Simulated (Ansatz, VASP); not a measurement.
# One calculation of Rb2InAgF6, two programs

Contents of INCAR:

```
SYSTEM = Rb2InAgF6
PREC = Accurate
ENCUT = 520
EDIFF = 1E-6
ISMEAR = 0
SIGMA = 0.01
LREAL = .FALSE.
LASPH = .TRUE.
NELM = 80
ALGO = Normal
ISIF = 2
LWAVE = .FALSE.
LCHARG = .FALSE.
GGA = CA
NBANDS = 53
```

KPOINTS

```
regular mesh
0
G
  4 4 4
  0 0 0
```

Contents of POSCAR:

```
Rb2InAgF6
1.0
    0.0000000000      4.5535100000      4.5535100000
    4.5535100000      0.0000000000      4.5535100000
    4.5535100000      4.5535100000      0.0000000000
Rb In Ag F
2 1 1 6
Direct
    0.2500000000      0.2500000000      0.2500000000
    0.7500000000      0.7500000000      0.7500000000
    0.0000000000      0.0000000000      0.0000000000
    0.5000000000      0.5000000000      0.5000000000
    0.2316290000      0.2316290000      0.7683710000
    0.2316290000      0.7683710000      0.7683710000
    0.7683710000      0.7683710000      0.2316290000
    0.2316290000      0.7683710000      0.2316290000
    0.7683710000      0.2316290000      0.7683710000
    0.7683710000      0.2316290000      0.2316290000
```

Input for Ansatz:

```yaml
crystal:
  lattice:
    - [0.0, 4.55351, 4.55351]
    - [4.55351, 0.0, 4.55351]
    - [4.55351, 4.55351, 0.0]
  atoms:
    - { symbol: Rb, position: [0.25, 0.25, 0.25] }
    - { symbol: Rb, position: [0.75, 0.75, 0.75] }
    - { symbol: In, position: [0.0, 0.0, 0.0] }
    - { symbol: Ag, position: [0.5, 0.5, 0.5] }
    - { symbol: F, position: [0.23162900000000003, 0.23162900000000003, 0.768371] }
    - { symbol: F, position: [0.23162899999999997, 0.768371, 0.768371] }
    - { symbol: F, position: [0.768371, 0.768371, 0.23162899999999997] }
    - { symbol: F, position: [0.23162900000000003, 0.768371, 0.23162900000000003] }
    - { symbol: F, position: [0.768371, 0.23162899999999997, 0.768371] }
    - { symbol: F, position: [0.768371, 0.23162900000000003, 0.23162900000000003] }
basis:
  ecutwfc: 557.833418042754
kpoints:
  mp_grid:
    grid: [4, 4, 4]
  band_path:
    path:
      - [0.375, 0.375, 0.75]
      - [0.0, 0.0, 0.0]
      - [0.5, 0.5, 0.5]
      - [0.5, 0.25, 0.75]
      - [0.5, 0.0, 0.5]
    npoints: 6
hamiltonian:
  xc: lda
scf:
  n_extra_bands: 6
  occupations:
    method: fixed
```

Alike in both runs: task single point; functional LDA; k mesh 4 × 4 × 4; no spin polarisation.

|  | VASP | Ansatz |
| --- | --- | --- |
| version | VASP 6.6.1 | Ansatz 0.2.0 |
| potentials or method | VASP PAW LDA potentials, release 64 (Rb_sv, In_d, Ag, F), cutoff 520 eV | plane waves, PAW |
| occupations | gaussian, width 0.01 eV | fixed |
| valence electrons in the cell | 84 | 92 |

|  | VASP | Ansatz | Ansatz less VASP |
| --- | --- | --- | --- |
| gap on the k mesh at the Fermi level (eV) | 1.56 | 1.56 | +0.002 |

LDA's correlation is that of Perdew and Zunger in VASP and of Perdew and Wang (1992) in Ansatz. VASP's potentials hold 84 valence electrons a cell and Ansatz's 92, so a difference there can come from the potentials and not from the codes.
